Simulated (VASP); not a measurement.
# Bi (C2/m) in VASP: notebook

The runs below take Bi through electric field gradients, with PBE, PBEsol.

All numbers are computed with VASP 6.6.1; they aren't measurements. Logs are shortened: lines on timing, memory, paths and dates and some standing lists are left out, and cuts for length are marked.

### Step 1. The cell of the first run

The structure is monoclinic, space group C2/m (No. 12). The conventional cell has a = 6.977 Å, b = 6.265 Å, c = 3.359 Å, α = 90.00°, β = 112.04°, γ = 90.00°. Within 4.2 Å of Bi (site symmetry m) lie 9 Bi at 3.21 to 3.99 Å.

### Step 2. Electric field gradients, PBE

The input, INCAR:

```
ALGO = Normal ; EDIFF = 1E-8
ENCUT = 520 ; GGA = PE
ISIF = 2 ; ISMEAR = -1
LASPH = T ; LCHARG = F
LEFG = T ; LREAL = F
LWAVE = F ; NBANDS = 22
NELM = 60 ; PREC = Accurate
SIGMA = 0.05
```

The input, KPOINTS:

```
k-points
0
Gamma
  9 9 13
```

The input, POSCAR:

```
Bi
1.0
    3.4885980000     -3.1325780000      0.0000000000
    3.4885980000      3.1325780000      0.0000000000
   -1.2602350000      0.0000000000      3.1135500000
Bi
2
Direct
    0.2469390000      0.2469390000      0.1426180000
    0.7530610000      0.7530610000      0.8573820000
```

Potentials or basis: VASP PAW PBE potentials, release 64 (Bi_d).

Command:

```bash
$ cat potpaw_PBE.64/Bi_d/POTCAR > POTCAR
$ mpirun -np 1 vasp_std > vasp.out
```

OUTCAR:

```text
EDIFF = 1E-8
   ENCUT = 520
   GGA = PE
   ISIF = 2
   ISMEAR = -1
   LASPH = T
   LREAL = F
   NELM = 60
   PREC = Accurate

 ion  position               nearest neighbor table
   1  0.247  0.247  0.143-   2 3.21   2 3.28   2 3.28   2 3.45
   2  0.753  0.753  0.857-   1 3.21   1 3.28   1 3.28   1 3.45

  LATTYP: Found a base centered monoclinic cell.
 ALAT       =     6.9771960000
 B/A-ratio  =     0.8979475423
 C/A-ratio  =     0.4814149259
 COS(beta)  =    -0.3751898342

  Lattice vectors:

 A1 = (   3.4885980000,  -3.1325780000,   0.0000000000)
 A2 = (   3.4885980000,   3.1325780000,   0.0000000000)
 A3 = (  -1.2602350000,   0.0000000000,   3.1135500000)

Analysis of symmetry for initial positions (statically):
=====================================================================
 Subroutine PRICEL returns:
 Original cell was already a primitive cell.

 Routine SETGRP: Setting up the symmetry group for a
 base centered monoclinic supercell.

 Subroutine GETGRP returns: Found  4 space group operations
 (whereof  4 operations were pure point group operations)
 out of a pool of  4 trial point group operations.

The static configuration has the point symmetry C_2h.

Analysis of symmetry for dynamics (positions and initial velocities):
=====================================================================
 Subroutine PRICEL returns:
 Original cell was already a primitive cell.

 Routine SETGRP: Setting up the symmetry group for a
 base centered monoclinic supercell.

 Subroutine GETGRP returns: Found  4 space group operations
 (whereof  4 operations were pure point group operations)
 out of a pool of  4 trial point group operations.

The dynamic configuration has the point symmetry C_2h.

 Subroutine INISYM returns: Found  4 space group operations
 (whereof  4 operations are pure point group operations),
 and found     1 'primitive' translations

----------------------------------------------------------------------------------------
[... 116 lines left out ...]
  Thomas-Fermi vector in A             =   2.380154
   LORBIT       =      0    0 simple, 1 ext, 2 COOP (PROOUT), +10 PAW based schemes
   GGA     = PE    functional components
   LHFCALC =     F    Hartree Fock is set to
   AEXX    =    0.0000 exact exchange contribution
   IVDW    =     0    specifies the selected vdW correction
   LEPSILON=     F    determine dielectric tensor
   LRPA    =     F    only Hartree local field effects (RPA)
 non-spin polarized calculation
  energy-cutoff  :      520.00
  volume of cell :       68.05
 maximum number of plane-waves:      1850
   NGX = 17   NGY = 17   NGZ = 13

 number of electron      30.0000001 magnetization

 Free energy of the ion-electron system (eV)
  ---------------------------------------------------
  ext. energy  EPLUGINS =         0.00000000
  ---------------------------------------------------
  free energy    TOTEN  =        -7.68520282 eV

  energy without entropy =       -7.67557860  energy(sigma->0) =       -7.68039071

 E-fermi :   6.7405     XC(G=0):  -9.7822

 val. band max:        6.7322090238   @ k =   0.4444   0.2222   0.3077
 cond. band min:       6.7467415806   @ k =  -0.3333   0.2222   0.2308
 fundamental gap:      0.0145325567
 Fermi energy:         6.7405192993

 k-point     1 :       0.0000    0.0000    0.0000
  band No.  band energies     occupation
      1     -16.1992      2.00000
      2     -16.1747      2.00000
      3     -16.1311      2.00000
      4     -16.1022      2.00000
      5     -16.0233      2.00000
      6     -16.0004      2.00000
[... 589 lines left out ...]
     21      16.4399      0.00000
     22      17.3154      0.00000

 [... further k-points ...]
[... 5 lines left out ...]
  --------------------------------------------------------------------------------------
  -------------------------------------------------------------------------------------
  Total        0.0533554     -0.0509227      0.0093979      0.0000000      0.0000000     -0.0330625
  in kB        1.2561765     -1.1989014      0.2212597      0.0000000      0.0000000     -0.7784075
  external PRESSURE =       0.0928449 kB  Pullay stress =       0.0000000 kB

 VOLUME and BASIS-vectors are now :
 -----------------------------------------------------------------------------
  energy-cutoff  :      520.00
  volume of cell :       68.05
      direct lattice vectors                 reciprocal lattice vectors
     3.488598000 -3.132578000  0.000000000     0.143324052 -0.159612945  0.058011590
     3.488598000  3.132578000  0.000000000     0.143324052  0.159612945  0.058011590
    -1.260235000  0.000000000  3.113550000     0.000000000  0.000000000  0.321176792

 POSITION                                       TOTAL-FORCE (eV/Angst)
 -----------------------------------------------------------------------------------
      1.54321      0.00000      0.44405        -0.037903      0.000000     -0.020065
      4.17375      0.00000      2.66950         0.037903      0.000000      0.020065
 -----------------------------------------------------------------------------------
    total drift:                               -0.000000      0.000000      0.000000

  FREE ENERGIE OF THE ION-ELECTRON SYSTEM (eV)
  ---------------------------------------------------
  free  energy   TOTEN  =        -7.6852028161 eV

  energy  without entropy=       -7.6755785958  energy(sigma->0) =       -7.68039071

 Electric field gradients (V/A^2)
---------------------------------------------------------------------
 ion       V_xx      V_yy      V_zz      V_xy      V_xz      V_yz
---------------------------------------------------------------------
   1     -87.717    23.542    64.175     0.000   -58.110    -0.000
   2     -87.717    23.542    64.175     0.000   -58.110    -0.000
---------------------------------------------------------------------

 Electric field gradients after diagonalization (V/A^2)
 (convention: |V_zz| > |V_xx| > |V_yy|)
----------------------------------------------------------------------
 ion       V_xx      V_yy      V_zz     asymmetry (V_yy - V_xx)/ V_zz
----------------------------------------------------------------------
   1      83.856    23.542  -107.398       0.562
   2      83.856    23.542  -107.398       0.562
----------------------------------------------------------------------

           NMR quadrupolar parameters

 Cq : quadrupolar parameter    Cq=e*Q*V_zz/h
 eta: asymmetry parameters     (V_yy - V_xx)/ V_zz
 Q  : nuclear electric quadrupole moment in mb (millibarn)
----------------------------------------------------------------------
 ion       Cq(MHz)       eta       Q (mb)
----------------------------------------------------------------------
   1      -0.260       0.562       1.000
   2      -0.260       0.562       1.000
----------------------------------------------------------------------
```

Run time: 4.7 min. Hardware: 1 thread of Intel Xeon Platinum 8259CL at 2.50GHz (Skylake/Cascade Lake), shared host; peak memory 0.44 GiB.

What came out:

| Item | Value |
| --- | --- |
| Free energy | -7.6852 eV |
| Pressure | 0.0 GPa |
| Largest force | 0.043 eV/Å |
| Band gap on the k mesh | zero (bands 15 and 16 overlap by 4.97 eV) |
| Largest electric field gradient by atom | Bi -107.4 V/Å² |

Forces on the atoms (eV/Å):
```
Bi  -0.038  0.000 -0.020
Bi   0.038  0.000  0.020
```

Stress tensor (GPa, compression positive):
```
 0.13  0.00 -0.08
 0.00 -0.12  0.00
-0.08  0.00  0.02
```

Levels at points of the mesh, in eV from the Fermi level:
```
           k point  band 11  band 12  band 13  band 14  band 15  band 16  band 17  band 18  band 19  band 20
(0.00, 0.00, 0.00)   -13.07    -9.15    -3.04    -2.76     2.81     3.09     3.76     4.13     4.29     6.76
```

Electric field gradients, principal values (V/Å²):
```csv
atom,least,middle,greatest (by size)
1 Bi,23.542,83.856,-107.398
2 Bi,23.542,83.856,-107.398
```

Caveat: without QUAD_EFG the Cq values of the log hold for a quadrupole moment of 1 mb, not for the nuclei; spin-orbit coupling is left out, which moves the levels of the heavy elements.

### Step 3. Electric field gradients, PBEsol

The input, INCAR:

```
PREC = Accurate
ENCUT = 520
EDIFF = 1E-8
ISMEAR = -1
SIGMA = 0.05
LREAL = False
LASPH = True
NELM = 100
ALGO = Normal
ISIF = 2
LWAVE = False
LCHARG = False
GGA = PS
LEFG = True
NBANDS = 22
```

The input, KPOINTS:

```
Automatic mesh
0
Gamma
  9 9 13
```

POSCAR is that of step 2.

Potentials or basis: VASP PAW PBE potentials, release 64 (Bi_d).

Command:

```bash
$ cat potpaw_PBE.64/Bi_d/POTCAR > POTCAR
$ mpirun -np 1 vasp_std > vasp.out
```

OUTCAR:

```text
PREC = Accurate
   ENCUT = 520
   EDIFF = 1E-8
   ISMEAR = -1
   LREAL = False
   LASPH = True
   NELM = 100
   ISIF = 2
   GGA = PS

 ion  position               nearest neighbor table
   1  0.247  0.247  0.143-   2 3.21   2 3.28   2 3.28   2 3.45
   2  0.753  0.753  0.857-   1 3.21   1 3.28   1 3.28   1 3.45

  LATTYP: Found a base centered monoclinic cell.
 ALAT       =     6.9771960000
 B/A-ratio  =     0.8979475423
 C/A-ratio  =     0.4814149259
 COS(beta)  =    -0.3751898342

  Lattice vectors:

 A1 = (   3.4885980000,  -3.1325780000,   0.0000000000)
 A2 = (   3.4885980000,   3.1325780000,   0.0000000000)
 A3 = (  -1.2602350000,   0.0000000000,   3.1135500000)

Analysis of symmetry for initial positions (statically):
=====================================================================
 Subroutine PRICEL returns:
 Original cell was already a primitive cell.

 Routine SETGRP: Setting up the symmetry group for a
 base centered monoclinic supercell.

 Subroutine GETGRP returns: Found  4 space group operations
 (whereof  4 operations were pure point group operations)
 out of a pool of  4 trial point group operations.

The static configuration has the point symmetry C_2h.

Analysis of symmetry for dynamics (positions and initial velocities):
=====================================================================
 Subroutine PRICEL returns:
 Original cell was already a primitive cell.

 Routine SETGRP: Setting up the symmetry group for a
 base centered monoclinic supercell.

 Subroutine GETGRP returns: Found  4 space group operations
 (whereof  4 operations were pure point group operations)
 out of a pool of  4 trial point group operations.

The dynamic configuration has the point symmetry C_2h.

 Subroutine INISYM returns: Found  4 space group operations
 (whereof  4 operations are pure point group operations),
 and found     1 'primitive' translations

----------------------------------------------------------------------------------------

                                     Primitive cell

  volume of cell :      68.0517

  direct lattice vectors                    reciprocal lattice vectors
     3.488598000 -3.132578000  0.000000000     0.143324052 -0.159612945  0.058011590
     3.488598000  3.132578000  0.000000000     0.143324052  0.159612945  0.058011590
    -1.260235000  0.000000000  3.113550000     0.000000000  0.000000000  0.321176792

  length of vectors
     4.688641694  4.688641694  3.358926295     0.222223807  0.222223807  0.321176792

  position of ions in fractional coordinates (direct lattice)
     0.246939000  0.246939000  0.142618000
     0.753061000  0.753061000  0.857382000

  ion indices of the primitive-cell ions
   primitive index   ion index
                 1           1
                 2           2

[... 68 lines left out ...]
   LASPH  =      T    aspherical Exc in radial PAW
   ENCUT  =  520.0 eV  38.22 Ry    6.18 a.u.   8.72  8.72  6.25*2*pi/ulx,y,z
   NELM   =    100;   NELMIN=  2; NELMDL= -5     # of ELM steps
   EDIFF  = 0.1E-07   stopping-criterion for ELM
   LREAL  =      F    real-space projection
   EDIFFG = 0.1E-06   stopping-criterion for IOM
   NSW    =      0    number of steps for IOM
   IBRION =     -1    ionic relax: 0-MD 1-quasi-New 2-CG
   NFREE  =      0    steps in history (QN), initial steepest desc. (CG)
   ISIF   =      2    stress and relaxation
   ISYM   =      2    0-nonsym 1-usesym 2-fastsym
   POTIM  = 0.5000    time-step for ionic-motion
   TEBEG  =    0.0;   TEEND  =   0.0 temperature during run
   PSTRESS=    0.0 pullay stress
   NELECT =      30.0000    total number of electrons
   NUPDOWN=      -1.0000    fix difference up-down
   EMIN   =  10.00;   EMAX   =-10.00  energy-range for DOS
   EFERMI =   0.00;   METHOD = LEGACY
   ISMEAR =    -1;   SIGMA  =   0.05  broadening in eV -4-tet -1-fermi 0-gaus
   EFERMI_NEDOS =   21; number of points for ismear=-14 and -15
   IALGO  =     38    algorithm
   IMIX   =      4    mixing-type and parameters
     AMIX     =   0.40;   BMIX     =  1.00
     AMIX_MAG =   1.60;   BMIX_MAG =  1.00
  volume/ion in A,a.u.               =      34.03       229.62
  Fermi-wavevector in a.u.,A,eV,Ry     =   1.245955  2.354514 21.121737  1.552404
  Thomas-Fermi vector in A             =   2.380154
   LORBIT       =      0    0 simple, 1 ext, 2 COOP (PROOUT), +10 PAW based schemes
   GGA     = PS    functional components
   LHFCALC =     F    Hartree Fock is set to
   AEXX    =    0.0000 exact exchange contribution
   IVDW    =     0    specifies the selected vdW correction
   LEPSILON=     F    determine dielectric tensor
   LRPA    =     F    only Hartree local field effects (RPA)
 non-spin polarized calculation
  energy-cutoff  :      520.00
  volume of cell :       68.05
 maximum number of plane-waves:      1850
   NGX = 17   NGY = 17   NGZ = 13

 number of electron      30.0000001 magnetization

 Free energy of the ion-electron system (eV)
  ---------------------------------------------------
  ext. energy  EPLUGINS =         0.00000000
  ---------------------------------------------------
  free energy    TOTEN  =        -8.53645880 eV

  energy without entropy =       -8.52680271  energy(sigma->0) =       -8.53163075

 E-fermi :   6.5634     XC(G=0):  -9.9394

 val. band max:        6.5576439000   @ k =  -0.2222   0.3333   0.4615
 cond. band min:       6.5651548659   @ k =  -0.3333   0.2222   0.2308
 fundamental gap:      0.0075109659
 Fermi energy:         6.5633783706

 k-point     1 :       0.0000    0.0000    0.0000
  band No.  band energies     occupation
      1     -16.2882      2.00000
      2     -16.2625      2.00000
      3     -16.2188      2.00000
      4     -16.1899      2.00000
      5     -16.1095      2.00000
      6     -16.0867      2.00000
[... 589 lines left out ...]
     21      16.2493      0.00000
     22      17.1298      0.00000

 [... further k-points ...]
[... 5 lines left out ...]
  --------------------------------------------------------------------------------------
  -------------------------------------------------------------------------------------
  Total       -0.9760213     -1.1166220     -1.0786384      0.0000000      0.0000000     -0.0178509
  in kB      -22.9790045    -26.2892446    -25.3949760      0.0000000      0.0000000     -0.4202744
  external PRESSURE =     -24.8877417 kB  Pullay stress =       0.0000000 kB

 VOLUME and BASIS-vectors are now :
 -----------------------------------------------------------------------------
  energy-cutoff  :      520.00
  volume of cell :       68.05
      direct lattice vectors                 reciprocal lattice vectors
     3.488598000 -3.132578000  0.000000000     0.143324052 -0.159612945  0.058011590
     3.488598000  3.132578000  0.000000000     0.143324052  0.159612945  0.058011590
    -1.260235000  0.000000000  3.113550000     0.000000000  0.000000000  0.321176792

 POSITION                                       TOTAL-FORCE (eV/Angst)
 -----------------------------------------------------------------------------------
      1.54321      0.00000      0.44405        -0.049956      0.000000     -0.034331
      4.17375      0.00000      2.66950         0.049956      0.000000      0.034331
 -----------------------------------------------------------------------------------
    total drift:                               -0.000000      0.000000      0.000000

  FREE ENERGIE OF THE ION-ELECTRON SYSTEM (eV)
  ---------------------------------------------------
  free  energy   TOTEN  =        -8.5364587954 eV

  energy  without entropy=       -8.5268027087  energy(sigma->0) =       -8.53163075

 Electric field gradients (V/A^2)
---------------------------------------------------------------------
 ion       V_xx      V_yy      V_zz      V_xy      V_xz      V_yz
---------------------------------------------------------------------
   1     -87.013    23.392    63.622     0.000   -56.479     0.000
   2     -87.013    23.392    63.622     0.000   -56.479     0.000
---------------------------------------------------------------------

 Electric field gradients after diagonalization (V/A^2)
 (convention: |V_zz| > |V_xx| > |V_yy|)
----------------------------------------------------------------------
 ion       V_xx      V_yy      V_zz     asymmetry (V_yy - V_xx)/ V_zz
----------------------------------------------------------------------
   1      82.446    23.392  -105.838       0.558
   2      82.446    23.392  -105.838       0.558
----------------------------------------------------------------------

           NMR quadrupolar parameters

 Cq : quadrupolar parameter    Cq=e*Q*V_zz/h
 eta: asymmetry parameters     (V_yy - V_xx)/ V_zz
 Q  : nuclear electric quadrupole moment in mb (millibarn)
----------------------------------------------------------------------
 ion       Cq(MHz)       eta       Q (mb)
----------------------------------------------------------------------
   1      -0.256       0.558       1.000
   2      -0.256       0.558       1.000
----------------------------------------------------------------------
```

OSZICAR:

```text
N       E                     dE             d eps       ncg     rms          rms(c)
DAV:   1     0.303062449600E+03    0.30306E+03   -0.16114E+04 12986   0.165E+03
DAV:   2     0.168850488161E+02   -0.28618E+03   -0.27892E+03 13196   0.437E+02
DAV:   3    -0.767469815722E+01   -0.24560E+02   -0.24249E+02 15698   0.141E+02
DAV:   4    -0.851315207926E+01   -0.83845E+00   -0.83782E+00 15998   0.285E+01
DAV:   5    -0.854830889176E+01   -0.35157E-01   -0.35155E-01 18558   0.527E+00    0.792E-01
DAV:   6    -0.853869010139E+01    0.96188E-02   -0.23408E-02 16672   0.173E+00    0.459E-01
DAV:   7    -0.853648288081E+01    0.22072E-02   -0.12258E-02 16744   0.126E+00    0.123E-01
DAV:   8    -0.853645720240E+01    0.25678E-04   -0.11187E-03 15458   0.423E-01    0.118E-02
DAV:   9    -0.853646008607E+01   -0.28837E-05   -0.42069E-05 19022   0.579E-02    0.598E-03
DAV:  10    -0.853645884121E+01    0.12449E-05   -0.19349E-06 17886   0.122E-02    0.852E-04
DAV:  11    -0.853645890117E+01   -0.59960E-07   -0.27543E-07 16048   0.558E-03    0.498E-04
DAV:  12    -0.853645880440E+01    0.96765E-07   -0.15888E-08 11624   0.108E-03    0.788E-05
DAV:  13    -0.853645879412E+01    0.10279E-07   -0.21874E-09  8746   0.517E-04    0.399E-05
DAV:  14    -0.853645879536E+01   -0.12333E-08   -0.70135E-10  8170   0.323E-04
   1 F= -.85364588E+01 E0= -.85316308E+01  d E =-.965609E-02
```

It took 11 min on 1 thread of Intel Xeon 8259CL, shared host; peak memory 0.44 GiB.

Results:

- Free energy: -8.5365 eV
- Pressure: -2.5 GPa
- Largest force: 0.061 eV/Å
- Band gap on the k mesh: zero (bands 15 and 16 overlap by 4.97 eV)
- Largest electric field gradient by atom: Bi -105.8 V/Å²

Forces on the atoms (eV/Å):
```
Bi  -0.050  0.000 -0.034
Bi   0.050  0.000  0.034
```

Stress tensor (GPa, compression positive):
```
-2.30  0.00 -0.04
 0.00 -2.63  0.00
-0.04  0.00 -2.54
```

Electric field gradients, principal values (V/Å²):
```
atom   least  middle  greatest (by size)
1 Bi  23.392  82.446            -105.838
2 Bi  23.392  82.446            -105.838
```

Caveat: without QUAD_EFG the Cq values of the log hold for a quadrupole moment of 1 mb, not for the nuclei; the PAW data sets were made with another functional, which shifts forces and pressure a little; spin-orbit coupling is left out, which moves the levels of the heavy elements.
